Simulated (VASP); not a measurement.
Crystal: As.

```xyz
2
Lattice="1.8798 1.0853 3.4858 -1.8798 1.0853 3.4858 0.0000 -2.1705 3.4858" Properties=species:S:1:pos:R:3 pbc="T T T"
As    0.0000    0.0000    2.3795
As    0.0000    0.0000    8.0778
```

| Item | Value |
| --- | --- |
| Program | VASP 6.6.1 |
| Task | relaxation of cell and atoms |
| Functional | PBE |
| Dispersion | D3(BJ) |
| Potentials or basis | VASP PAW PBE potentials, release 64 (As) |
| Cutoff | 600 eV |
| k mesh | 15 × 15 × 15 |
| Occupations | gaussian, width 0.1 eV |
| Spin | no spin polarisation |

At the start: pressure 0.7 GPa; volume 21.33 Å³/atom.

Task: How do energy, volume and symmetry change on relaxing?

Result: Over 19 steps the energy falls by 5.9 meV/atom and the volume is 20.91 Å³/atom (-2.0 %); space group R-3m (No. 166, to 0.1 Å) before and after.

Step by step:
| step | energy change (eV) | largest force (eV/Å) | pressure (GPa) | volume (Å³) |
| --- | --- | --- | --- | --- |
| 1 | 0.0000 | 0.2785 | 0.67 | 42.67 |
| 2 | -0.0041 | 0.0120 | -1.12 | 43.22 |
| 3 | -0.0044 | 0.0494 | -0.74 | 43.10 |
| 4 | -0.0078 | 0.0245 | -0.49 | 42.69 |
| 5 | -0.0113 | 0.0206 | 0.11 | 41.89 |
| 6 | -0.0114 | 0.0289 | 0.24 | 41.73 |
| 7 | -0.0118 | 0.0293 | -0.13 | 41.83 |
| 8 | -0.0118 | 0.0294 | -0.07 | 41.81 |
| 9 | -0.0119 | 0.0123 | 0.12 | 41.75 |
| 10 | -0.0119 | 0.0050 | 0.05 | 41.77 |
| 11 | -0.0119 | 0.0019 | -0.01 | 41.81 |
| 12 | -0.0119 | 0.0019 | -0.01 | 41.81 |
| 13 | -0.0119 | 0.0006 | 0.02 | 41.82 |
| 14 | -0.0119 | 0.0071 | 0.03 | 41.83 |
| 15 | -0.0119 | 0.0036 | 0.01 | 41.82 |
| 16 | -0.0119 | 0.0030 | 0.01 | 41.82 |
| 17 | -0.0119 | 0.0013 | -0.01 | 41.84 |
| 18 | -0.0119 | 0.0006 | -0.02 | 41.83 |
| 19 | -0.0119 | 0.0017 | 0.00 | 41.83 |

Final structure:
```xyz
2
Lattice="1.8940 1.0935 3.3658 -1.8940 1.0935 3.3658 0.0000 -2.1870 3.3658" Properties=species:S:1:pos:R:3 pbc="T T T"
As    0.0000    0.0000    2.3287
As    0.0000    0.0000    7.7688
```
